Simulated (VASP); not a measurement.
A run of VASP 6.6.1 is set up as follows.

INCAR

```
ALGO = Normal
EDIFF = 1E-6
ENCUT = 520
GGA = CA
ISIF = 2
ISMEAR = -1
LASPH = T
LCHARG = F
LREAL = F
LWAVE = F
NBANDS = 30
NELM = 100
PREC = Accurate
SIGMA = 0.03
```

The input KPOINTS:

```
k-points
0
Gamma
  12 12 12
```

POSCAR

```
TlPd3
1.0
   -2.0903608308      2.0903608308      3.7961551193
    2.0903608308     -2.0903608308      3.7961551193
    2.0903608308      2.0903608308     -3.7961551193
Tl Pd
1 3
Direct
    0.0000000000      0.0000000000      0.0000000000
    0.5000000000      0.5000000000      0.0000000000
    0.7500000000      0.2500000000      0.5000000000
    0.2500000000      0.7500000000      0.5000000000
```

Potentials or basis: VASP PAW LDA potentials, release 64 (Tl_d, Pd).

The run is started by

```sh
$ cat potpaw_LDA.64/Tl_d/POTCAR potpaw_LDA.64/Pd/POTCAR > POTCAR
$ mpirun -np 1 vasp_std > vasp.out
```

Task: What does it give for the pressure?

Result: -8.9 GPa.

Stress tensor (GPa, compression positive):
```
-8.82  0.00  0.00
 0.00 -8.82  0.00
 0.00  0.00 -8.97
```
